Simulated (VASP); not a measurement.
Input of a VASP 6.6.1 run:

Contents of INCAR:

```
SYSTEM = C
PREC = Accurate
ENCUT = 520
EDIFF = 1E-7
ISMEAR = 0
SIGMA = 0.1
LREAL = .False.
LASPH = .True.
NELM = 150
ALGO = Normal
ISIF = 2
LWAVE = .False.
LCHARG = .True.
ISPIN = 2
MAGMOM = 1 1 1
LORBIT = 11
GGA = PE
LELF = .True.
LVHAR = .True.
NBANDS = 17
```

File KPOINTS:

```
Automatic mesh
0
Gamma
  8 8 8
  0 0 0
```

The input POSCAR:

```
C
1.0
    0.0000000000      2.3007846000      2.3264946500
    1.8812766300      0.0000000000      2.3264946500
    1.8812766300      2.3007846000      0.0000000000
C
3
Direct
    0.2500000000      0.2500000000      0.2500000000
    0.7500000000      0.7500000000      0.7500000000
    0.5000000000      0.5000000000      0.5000000000
```

Potentials or basis: VASP PAW PBE potentials, release 64 (C).

Run with:

```sh
$ cat potpaw_PBE.64/C/POTCAR > POTCAR
$ mpirun -np 1 vasp_std > vasp.out
```

Problem. Estimate the pressure.

Solution. -4.4 GPa.

Problem. Estimate the band gap on the k mesh.

Solution. Zero (filled and empty bands overlap).

Stress tensor (GPa, compression positive):
```
-34.07   0.00   0.00
  0.00  13.43   0.00
  0.00   0.00   7.37
```

Caveat: the cell stands under tension.
